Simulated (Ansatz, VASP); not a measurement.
**Ta2AlN3 in VASP and in Ansatz**

```
CELL_PARAMETERS angstrom
5.48333 0.00000 0.00000
-2.74167 4.74871 0.00000
0.00000 0.00000 3.07198
ATOMIC_POSITIONS crystal
Ta 0.33333 0.66667 0.50000
Ta 0.00000 0.00000 0.00000
Al 0.66667 0.33333 0.50000
N 0.39285 0.00000 0.00000
N 0.60715 0.60715 0.00000
N 0.00000 0.39285 0.00000
```

Alike in both runs: task relaxation of cell and atoms; functional PBE; k mesh 6 × 6 × 6; occupations gaussian, width 0.1 eV; no spin polarisation.

```csv
,VASP,Ansatz
version,VASP 6.6.1,Ansatz 0.2.0
potentials or method,"VASP PAW PBE potentials, release 64 (Ta_pv, Al, N), cutoff 600 eV","scalar-relativistic, plane waves, PAW"
valence electrons in the cell,40,44
```

|  | VASP | Ansatz | Ansatz less VASP |
| --- | --- | --- | --- |
| gap on the k mesh at the Fermi level, each at its own relaxed structure (eV) | none | none | - |
| relaxed volume (Å³/atom) | 11.00 | 11.00 | -0.006 |
| relaxed cell length with the largest relative difference (Å) | 5.176 | 5.174 | -0.0017 |

A gap of «none» marks a metal or a gap that the smearing closes. VASP's potentials hold 40 valence electrons a cell and Ansatz's 44, so a difference there can come from the potentials and not from the codes.

Neither program's run includes spin-orbit coupling. Noted on VASP's run: the volume moved by over 15 % at a fixed basis, so the end points are rough.
